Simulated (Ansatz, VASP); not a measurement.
## Two plane-wave programs on B10Pt

```
B Pt
1.0
     6.50634    0.00000    0.00000
    -3.25317    5.63466    0.00000
     0.00000    0.00000    3.10393
B Pt
10 1
Direct
  0.33333 0.66667 0.50000
  0.66667 0.33333 0.50000
  0.37183 0.14722 0.50000
  0.85278 0.22461 0.50000
  0.77539 0.62817 0.50000
  0.14722 0.37183 0.50000
  0.22461 0.85278 0.50000
  0.62817 0.77539 0.50000
  0.33333 0.66667 0.00000
  0.66667 0.33333 0.00000
  0.00000 0.00000 0.50000
```

Alike in both runs: functional PBE; k mesh 6 × 6 × 4; occupations gaussian, width 0.1 eV; no spin polarisation.

Ansatz relaxed the structure, and its values are those at the end. VASP's run is a single point on that final structure, the one shown.

|  | VASP | Ansatz |
| --- | --- | --- |
| version | VASP 6.6.1 | Ansatz 0.2.0 |
| potentials or method | VASP PAW PBE potentials, release 64 (B, Pt), cutoff 520 eV | scalar-relativistic, plane waves, PAW |
| valence electrons in the cell | 40 | 48 |

```csv
,VASP,Ansatz,Ansatz less VASP
gap on the k mesh at the Fermi level (eV),none,none,-
pressure (GPa),0.1,0.1,+0.04
rms of the force components (eV/Å),0.007,0.006,-0.0014
```

A gap of «none» marks a metal or a gap that the smearing closes. VASP's potentials hold 40 valence electrons a cell and Ansatz's 48, so a difference there can come from the potentials and not from the codes.

The k mesh is coarse, so the values compare programs but aren't converged. Spin-orbit coupling is off throughout.
